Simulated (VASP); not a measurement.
**CdS: elastic constants with r2SCAN**

CdS:

```
Cd S
1.0
     0.00000    2.71623    2.71623
     2.71623    0.00000    2.71623
     2.71623    2.71623    0.00000
Cd S
1 1
Direct
  0.00000 0.00000 0.00000
  0.50000 0.50000 0.50000
```

```
Program                   : VASP 6.6.1
Task                      : elastic constants
Functional                : r2SCAN
Potentials or basis       : VASP PAW PBE potentials, release 64 (Cd, S)
Cutoff                    : 600 eV
k mesh                    : 8 × 8 × 8
Occupations               : gaussian, width 0.01 eV
Spin                      : no spin polarisation
Dipole correction         : no
Ions in elastic constants : relaxed
Further INCAR settings    : ALGO = Normal; EDIFF = 1e-08; IBRION = 6; POTIM = 0.015; NSW = 1; ISIF = 3
```

```yaml
Elastic_constants_C11_C12_C44: 150, 57, 37 GPa
Voigt_bulk_modulus: 88 GPa
Highest_phonon_frequency_at_Γ_LO-TO_splitting_left_out: 149 cm⁻¹
```

Phonon frequencies in cm⁻¹ (negative: imaginary):
```csv
q point,frequencies
"(0.000, 0.000, 0.000)",0 0 0 149 149 149
```

Elastic tensor in Voigt notation (GPa, in the Cartesian axes of the cell as first typed):
```
150  57  57   0   0   0
 57 150  57   0   0   0
 57  57 150   0   0   0
  0   0   0  37   0   0
  0   0   0   0  37   0
  0   0   0   0   0  37
```

Clamped-ion elastic tensor (GPa):
```
150  57  57   0   0   0
 57 150  57   0   0   0
 57  57 150   0   0   0
  0   0   0  37   0   0
  0   0   0   0  37   0
  0   0   0   0   0  37
```

Wall time 21 min on 1 thread of Intel(R) Xeon(R) 6975P-C (Granite Rapids), with other jobs on the host, peak memory 0.3 GiB.

Caveat: the cell is under stress, which shifts elastic constants; the PAW data sets were made with another functional, which shifts forces and pressure a little.
